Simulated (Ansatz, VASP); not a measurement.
**MgS in VASP and in Ansatz**

INCAR

```
ALGO = Normal
EDIFF = 1E-6
ENCUT = 520
GGA = PE
ISIF = 2
ISMEAR = -1
LASPH = True
LCHARG = True
LELF = True
LREAL = False
LVHAR = True
LWAVE = False
NBANDS = 16
NELM = 60
PREC = Accurate
SIGMA = 0.05
```

File KPOINTS:

```
k-points
0
Gamma
  8 8 4
```

File POSCAR:

```
MgS
1.0
    4.0346224068      0.0000000000      0.0000000000
   -2.0173112034      3.4940854990      0.0000000000
    0.0000000000      0.0000000000      6.4322941800
S Mg
2 2
Direct
    0.6666666667      0.3333333333      0.8792441500
    0.3333333333      0.6666666667      0.3792441500
    0.3333333333      0.6666666667      0.9957548500
    0.6666666667      0.3333333333      0.4957548500
```

input.yaml

```yaml
crystal:
  lattice:
    - [4.0346224068, 0.0, 0.0]
    - [-2.0173112034, 3.494085499, 0.0]
    - [0.0, 0.0, 6.43229418]
  atoms:
    - { symbol: S, position: [0.6666666667, 0.3333333333, 0.87924415] }
    - { symbol: S, position: [0.3333333333, 0.6666666667, 0.37924415] }
    - { symbol: Mg, position: [0.3333333333, 0.6666666667, 0.99575485] }
    - { symbol: Mg, position: [0.6666666667, 0.3333333333, 0.49575485] }
kpoints:
  mp_grid: { grid: [8, 8, 4] }
  band_path:
    path:
      - [0.0, 0.0, 0.0]
      - [0.5, 0.0, 0.0]
      - [0.3333333333, 0.3333333333, 0.0]
      - [0.0, 0.0, 0.0]
      - [0.0, 0.0, 0.5]
      - [0.5, 0.0, 0.5]
      - [0.3333333333, 0.3333333333, 0.5]
      - [0.0, 0.0, 0.5]
    npoints: 6
scf:
  occupations: { method: fermi_dirac, width: 0.05 }
hamiltonian:
  xc: pbe
  pseudopotentials: { kind: all_electron, lapw: { basis_error: 0.002 } }
output:
  forces: true
  stress: true
  eigenvalues: true
```

Alike in both runs: functional PBE; k mesh 8 × 8 × 4; occupations fermi-dirac, width 0.05 eV; no spin polarisation.

```csv
,VASP,Ansatz
version,VASP 6.6.1,Ansatz 0.2.0
potentials or method,"VASP PAW PBE potentials, release 64 (S, Mg), cutoff 520 eV","all-electron LAPW, scalar-relativistic"
task,single point,band structure
```

```tsv
	VASP	Ansatz	Ansatz less VASP
gap on the k mesh at the Fermi level (eV)	3.43	3.44	+0.002
least direct gap on the mesh (eV)	3.43	3.44	+0.002
pressure (GPa)	0.9	1.1	+0.16
traceless stress, the component that is largest in VASP (GPa)	-0.17	-0.18	-0.010
rms of the force components (eV/Å)	0.028	0.028	-0.0004
```

Atom by atom the forces differ by 0.000 eV/Å (rms over components). Ansatz ran all-electron here, and VASP with PAW potentials.
